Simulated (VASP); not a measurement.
A run of VASP 6.6.1 is set up as follows.

INCAR

```
SYSTEM = K
PREC = Accurate
ENCUT = 520
EDIFF = 1E-6
ISMEAR = 0
SIGMA = 0.15
LREAL = .False.
LASPH = .True.
NELM = 100
ALGO = Fast
ISIF = 2
LWAVE = .False.
LCHARG = .True.
GGA = PS
LELF = .True.
LVHAR = .True.
NBANDS = 10
```

File KPOINTS:

```
Automatic mesh
0
Gamma
  14 14 14
  0 0 0
```

Contents of POSCAR:

```
K
1.0
   -2.4836476712      2.6197379546      2.6197379546
    2.6197379546     -2.4836476712      2.6197379546
    2.6197379546      2.6197379546     -2.4836476712
K
1
Direct
    0.0000000000      0.0000000000      0.0000000000
```

Potentials or basis: VASP PAW PBE potentials, release 64 (K_sv).

Launch:

```sh
$ cat potpaw_PBE.64/K_sv/POTCAR > POTCAR
$ mpirun -np 1 vasp_std > vasp.out
```

Problem. Predict the band gap on the k mesh.

Solution. Zero (an odd number of electrons rules out a gap without spin polarisation).

Problem. What does it give for the pressure?

Solution. 0.0 GPa.

Stress tensor (GPa, compression positive):
```
-0.04 -0.13 -0.13
-0.13 -0.04 -0.13
-0.13 -0.13 -0.04
```

Caveat: the PAW data sets were made with another functional, which shifts forces and pressure a little.
